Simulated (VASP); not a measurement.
## Mg9O8 (a cell with a defect): relaxation of the atoms with LDA

The system is Mg9O8 (a cell with a defect).

```
Mg O
1.0
     0.00000    4.35200    4.35200
     4.35200    0.00000    4.35200
     4.35200    4.35200    0.00000
Mg O
9 8
Cartesian
  0.0000 0.0000 0.0000
  2.1760 2.1760 0.0000
  2.1760 0.0000 2.1760
  4.3520 2.1760 2.1760
  0.0000 2.1760 2.1760
  2.1760 4.3520 2.1760
  2.1760 2.1760 4.3520
  4.3520 4.3520 4.3520
  7.5815 3.1806 3.2876
  2.1760 2.1760 2.1760
  4.3520 4.3520 2.1760
  4.3520 2.1760 4.3520
  6.5280 4.3520 4.3520
  2.1760 4.3520 4.3520
  4.3520 6.5280 4.3520
  4.3520 4.3520 6.5280
  6.5280 6.5280 6.5280
```

```json
{
  "Program": "VASP 6.6.1",
  "Task": "relaxation of the atoms",
  "Functional": "LDA",
  "Potentials or basis": "VASP PAW LDA potentials, release 64 (Mg, O)",
  "Cutoff": "520 eV",
  "k mesh": "3 × 3 × 3",
  "Occupations": "fermi-dirac, width 0.02 eV",
  "Spin": "no spin polarisation",
  "Dipole correction": "no",
  "Further INCAR settings": "ALGO = Normal; EDIFF = 1e-07; IBRION = 2; EDIFFG = -0.03; NSW = 80"
}
```

```
Energy gained by relaxing    : 352.2 meV/atom
Ionic steps                  : 55
Pressure after relaxing      : 10.5 GPa
Largest force after relaxing : 0.025 eV/Å
Band gap on the k mesh       : 0.40 eV
```

Forces on the atoms (eV/Å):
```
Mg  -0.004  0.002 -0.008
Mg  -0.009 -0.010  0.006
Mg   0.009  0.004  0.005
Mg   0.008 -0.001 -0.006
Mg  -0.006  0.008  0.008
Mg   0.003  0.006 -0.004
Mg   0.006  0.002 -0.007
Mg   0.004  0.003  0.000
Mg  -0.004 -0.001  0.001
O    0.009  0.013  0.008
O    0.000 -0.002  0.001
O   -0.005  0.011 -0.007
O    0.005 -0.012 -0.005
O    0.005  0.000 -0.005
O   -0.005 -0.003 -0.002
O   -0.015 -0.015  0.012
O   -0.001 -0.007  0.002
```

Stress tensor (GPa, compression positive):
```
10.52  4.10 -3.99
 4.10 10.51 -4.07
-3.99 -4.07 10.52
```

Step by step:
| step | energy change (eV) | largest force (eV/Å) | pressure (GPa) |
| --- | --- | --- | --- |
| 1 | 0.0000 | 10.4254 | 14.44 |
| 3 | -5.5504 | 0.7042 | 12.36 |
| 5 | -5.6535 | 0.4630 | 11.86 |
| 7 | -5.6911 | 0.1934 | 11.18 |
| 9 | -5.6973 | 0.1132 | 11.08 |
| 11 | -5.7041 | 0.1818 | 10.94 |
| 13 | -5.7106 | 0.0821 | 10.72 |
| 15 | -5.7113 | 0.0399 | 10.71 |
| 17 | -5.7117 | 0.0367 | 10.72 |
| 19 | -5.7147 | 0.0999 | 10.68 |
| 21 | -5.7311 | 0.4289 | 10.47 |
| 23 | -5.7328 | 0.4913 | 10.42 |
| 25 | -5.7334 | 0.5517 | 10.38 |
| 27 | -5.7335 | 0.5537 | 10.38 |
| 29 | -5.7338 | 0.5627 | 10.37 |
| 31 | -5.7346 | 0.5987 | 10.34 |
| 33 | -5.7348 | 0.6238 | 10.31 |
| 35 | -5.7375 | 0.6143 | 10.31 |
| 37 | -5.7492 | 0.5719 | 10.26 |
| 39 | -5.7848 | 0.4702 | 10.15 |
| 41 | -5.7951 | 0.5607 | 10.11 |
| 43 | -5.8723 | 0.5130 | 10.21 |
| 45 | -5.9421 | 0.3893 | 10.60 |
| 47 | -5.9663 | 0.2605 | 10.63 |
| 49 | -5.9844 | 0.1050 | 10.40 |
| 51 | -5.9868 | 0.0489 | 10.47 |
| 53 | -5.9872 | 0.0350 | 10.51 |
| 55 | -5.9875 | 0.0247 | 10.52 |

Final structure:
```xyz
17
Lattice="0.0000 4.3520 4.3520 4.3520 0.0000 4.3520 4.3520 4.3520 0.0000" Properties=species:S:1:pos:R:3 pbc="T T T"
Mg    0.1140    0.1071    0.0611
Mg    1.7950    1.7904    0.3807
Mg    2.1138    0.1053    2.0615
Mg    4.4029    6.5656    6.4756
Mg    0.1107    2.1124    2.0620
Mg    6.5686    4.4023    6.4741
Mg    2.2316    2.2280    4.2957
Mg    4.4052    4.4037    4.3091
Mg    7.3728    7.3710    7.8610
O     2.1727    2.1677    2.2410
O     4.3894    4.3875    2.1371
O     4.2866    2.1689    4.3525
O     6.5858    4.5724    4.2939
O     2.1756    4.2825    4.3514
O     4.5759    6.5888    4.2928
O     4.2673    4.2646    6.6136
O     6.5895    6.5906    6.3043
```

Levels at points of the mesh, in eV from the valence-band top:
```tsv
k point	band 31	band 32	band 33	band 34	band 35	band 36
(0.00, 0.00, 0.00)	-5.69	-5.52	-2.24	0.56	0.93	1.10
```

Run time: 68 min on 1 thread of Intel(R) Xeon(R) Platinum 8124M CPU @ 3.00GHz (Skylake/Cascade Lake), with other jobs on the host, peak memory 0.29 GiB.
